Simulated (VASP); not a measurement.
# Zn (P6/mmm) in VASP: single point with PBEsol

Aim: the single point of Zn with PBEsol.

Program: VASP 6.6.1. These are calculated values, not measurements. Logs are shortened: lines on timing, memory, paths and dates and some standing lists are left out, and cuts for length are marked.

## (1) The cell of the first run

The structure is hexagonal, space group P6/mmm (No. 191). The conventional cell has a = 2.748 Å, b = 2.748 Å, c = 4.494 Å, α = 90.00°, β = 90.00°, γ = 120.00°. Within 3.6 Å of Zn (site symmetry 6/mmm) lie 6 Zn at 2.75 Å.

## (2) Single point, PBEsol

The input, INCAR:

```
SYSTEM = Zn
PREC     = Accurate       ! precision mode
ENCUT    = 520            ! plane-wave cutoff, eV
EDIFF    = 1E-7           ! SCF threshold, eV
ISMEAR   = -1             ! smearing method
SIGMA    = 0.05           ! smearing width, eV
LREAL    = .FALSE.        ! projectors in reciprocal space
LASPH    = .TRUE.         ! aspherical terms in the spheres
NELM     = 100            ! most SCF steps
ALGO     = Normal         ! electronic algorithm
ISIF     = 2              ! what is computed and relaxed
LWAVE    = .FALSE.        ! write WAVECAR
LCHARG   = .TRUE.         ! write CHGCAR
GGA      = PS             ! functional
LELF     = .TRUE.         ! ELF
LVHAR    = .TRUE.       
NBANDS   = 12             ! bands
```

The input, KPOINTS:

```
regular mesh
0
G
  10 10 5
  0 0 0
```

The input, POSCAR:

```
Zn
1.0
    2.7482200000      0.0000000000      0.0000000000
   -1.3741100000      2.3800300000      0.0000000000
    0.0000000000      0.0000000000      4.4940700000
Zn
1
Direct
    0.0000000000      0.0000000000      0.0000000000
```

Potentials or basis: VASP PAW PBE potentials, release 64 (Zn).

Launch:

```sh
$ cat potpaw_PBE.64/Zn/POTCAR > POTCAR
$ mpirun -np 1 vasp_std > vasp.out
```

OUTCAR:

```text
SYSTEM = Zn
   PREC = Accurate
   ENCUT = 520
   EDIFF = 1E-7
   ISMEAR = -1
   LREAL = .FALSE.
   LASPH = .TRUE.
   NELM = 100
   ISIF = 2
   GGA = PS

 ion  position               nearest neighbor table
   1  0.000  0.000  0.000-

  LATTYP: Found a hexagonal cell.
 ALAT       =     2.7482200000
 C/A-ratio  =     1.6352657356

  Lattice vectors:

 A1 = (   2.7482200000,   0.0000000000,   0.0000000000)
 A2 = (  -1.3741100000,   2.3800300000,   0.0000000000)
 A3 = (   0.0000000000,   0.0000000000,   4.4940700000)

Analysis of symmetry for initial positions (statically):
=====================================================================
 Subroutine PRICEL returns:
 Original cell was already a primitive cell.

 Routine SETGRP: Setting up the symmetry group for a
 hexagonal supercell.

 Subroutine GETGRP returns: Found 24 space group operations
 (whereof 24 operations were pure point group operations)
 out of a pool of 24 trial point group operations.

The static configuration has the point symmetry D_6h.

Analysis of symmetry for dynamics (positions and initial velocities):
=====================================================================
 Subroutine PRICEL returns:
 Original cell was already a primitive cell.

 Routine SETGRP: Setting up the symmetry group for a
 hexagonal supercell.

 Subroutine GETGRP returns: Found 24 space group operations
 (whereof 24 operations were pure point group operations)
 out of a pool of 24 trial point group operations.

The dynamic configuration has the point symmetry D_6h.

 Subroutine INISYM returns: Found 24 space group operations
 (whereof 24 operations are pure point group operations),
 and found     1 'primitive' translations

----------------------------------------------------------------------------------------

                                     Primitive cell

  volume of cell :      29.3950

  direct lattice vectors                    reciprocal lattice vectors
     2.748220000  0.000000000  0.000000000     0.363871888  0.210081386  0.000000000
    -1.374110000  2.380030000  0.000000000     0.000000000  0.420162771  0.000000000
     0.000000000  0.000000000  4.494070000     0.000000000  0.000000000  0.222515448

  length of vectors
     2.748220000  2.748221442  4.494070000     0.420162991  0.420162771  0.222515448

  position of ions in fractional coordinates (direct lattice)
     0.000000000  0.000000000  0.000000000

  ion indices of the primitive-cell ions
[... 80 lines left out ...]
   ISIF   =      2    stress and relaxation
   ISYM   =      2    0-nonsym 1-usesym 2-fastsym
   POTIM  = 0.5000    time-step for ionic-motion
   TEBEG  =    0.0;   TEEND  =   0.0 temperature during run
   PSTRESS=    0.0 pullay stress
   NELECT =      12.0000    total number of electrons
   NUPDOWN=      -1.0000    fix difference up-down
   EMIN   =  10.00;   EMAX   =-10.00  energy-range for DOS
   EFERMI =   0.00;   METHOD = LEGACY
   ISMEAR =    -1;   SIGMA  =   0.05  broadening in eV -4-tet -1-fermi 0-gaus
   EFERMI_NEDOS =   21; number of points for ismear=-14 and -15
   IALGO  =     38    algorithm
   IMIX   =      4    mixing-type and parameters
     AMIX     =   0.40;   BMIX     =  1.00
     AMIX_MAG =   1.60;   BMIX_MAG =  1.00
  volume/ion in A,a.u.               =      29.40       198.37
  Fermi-wavevector in a.u.,A,eV,Ry     =   1.214444  2.294966 20.066867  1.474873
  Thomas-Fermi vector in A             =   2.349863
   LORBIT       =      0    0 simple, 1 ext, 2 COOP (PROOUT), +10 PAW based schemes
   GGA     = PS    functional components
   LHFCALC =     F    Hartree Fock is set to
   AEXX    =    0.0000 exact exchange contribution
   IVDW    =     0    specifies the selected vdW correction
   LEPSILON=     F    determine dielectric tensor
   LRPA    =     F    only Hartree local field effects (RPA)
 non-spin polarized calculation
  energy-cutoff  :      520.00
  volume of cell :       29.40
 maximum number of plane-waves:       800
   NGX = 11   NGY = 11   NGZ = 17

 number of electron      12.0000012 magnetization

 Free energy of the ion-electron system (eV)
  ---------------------------------------------------
  ext. energy  EPLUGINS =         0.00000000
  ---------------------------------------------------
  free energy    TOTEN  =        -1.04782714 eV

  energy without entropy =       -1.04422104  energy(sigma->0) =       -1.04602409

 E-fermi :  -0.1054     XC(G=0):  -8.2377

 val. band max:       -0.1651058931   @ k =   0.5000   0.0000   0.0000
 cond. band min:      -0.0758693285   @ k =   0.3000   0.3000   0.0000
 fundamental gap:      0.0892365646
 Fermi energy:        -0.1054273100

 k-point     1 :       0.0000    0.0000    0.0000
  band No.  band energies     occupation
      1      -8.5879      2.00000
      2      -7.6798      2.00000
      3      -7.6798      2.00000
      4      -7.3055      2.00000
      5      -7.3055      2.00000
      6      -7.0822      2.00000
      7       0.6869      0.00000
      8       3.8299      0.00000
      9      17.5799      0.00000
     10      17.5800      0.00000
     11      19.4857      0.00000
     12      20.7924      0.00000
[... 331 lines left out ...]
 k-point    24 :       0.4000    0.1000    0.2000
  band No.  band energies     occupation
      1      -8.1322      2.00000
      2      -7.8049      2.00000
      3      -7.4335      2.00000
      4      -7.3933      2.00000
      5      -7.1443      2.00000
      6      -1.7299      2.00000
      7       1.2176      0.00000
      8       5.0561      0.00000
      9       8.3055      0.00000
     10       9.1295      0.00000
     11      11.5854      0.00000
     12      14.0629      0.00000

 [... further k-points ...]

------------------------ aborting loop because EDIFF is reached ----------------------------------------

  FORCE on cell =-STRESS in cart. coord.  units (eV):
  Direction    XX          YY          ZZ          XY          YZ          ZX
  --------------------------------------------------------------------------------------
  -------------------------------------------------------------------------------------
  Total       -1.9177091     -1.9177118     -0.3854891      0.0000000      0.0000000     -0.0000000
  in kB     -104.5248483   -104.5249946    -21.0111049      0.0000000      0.0000000     -0.0000000
  external PRESSURE =     -76.6869826 kB  Pullay stress =       0.0000000 kB

 VOLUME and BASIS-vectors are now :
 -----------------------------------------------------------------------------
  energy-cutoff  :      520.00
  volume of cell :       29.40
      direct lattice vectors                 reciprocal lattice vectors
     2.748220000  0.000000000  0.000000000     0.363871888  0.210081386  0.000000000
    -1.374110000  2.380030000  0.000000000     0.000000000  0.420162771  0.000000000
     0.000000000  0.000000000  4.494070000     0.000000000  0.000000000  0.222515448

 POSITION                                       TOTAL-FORCE (eV/Angst)
 -----------------------------------------------------------------------------------
      0.00000      0.00000      0.00000         0.000000      0.000000      0.000000
 -----------------------------------------------------------------------------------
    total drift:                               -0.000000     -0.000000     -0.000000

  FREE ENERGIE OF THE ION-ELECTRON SYSTEM (eV)
  ---------------------------------------------------
  free  energy   TOTEN  =        -1.0478271449 eV

  energy  without entropy=       -1.0442210398  energy(sigma->0) =       -1.04602409
```

Wall time 12 s (1 thread of AMD EPYC 7R13 (Zen 3), shared host); peak memory 0.11 GiB.

What came out:

```
Free energy            : -1.0478 eV
Pressure               : -7.7 GPa
Band gap on the k mesh : zero (band 6 reaches 0.29 eV, above the bottom of band 7 at -1.90 eV)
```

Levels at points of the mesh, in eV from the Fermi level:
| k point | band 2 | band 3 | band 4 | band 5 | band 6 | band 7 | band 8 | band 9 | band 10 | band 11 |
| --- | --- | --- | --- | --- | --- | --- | --- | --- | --- | --- |
| (0.00, 0.00, 0.00) | -7.57 | -7.57 | -7.20 | -7.20 | -6.98 | 0.79 | 3.94 | 17.69 | 17.69 | 19.59 |
| (0.50, 0.00, 0.00) | -7.72 | -7.30 | -7.28 | -6.94 | -1.07 | -0.06 | 6.65 | 9.78 | 9.83 | 10.69 |

Caveat: the PAW data sets were made with another functional, which shifts forces and pressure a little.
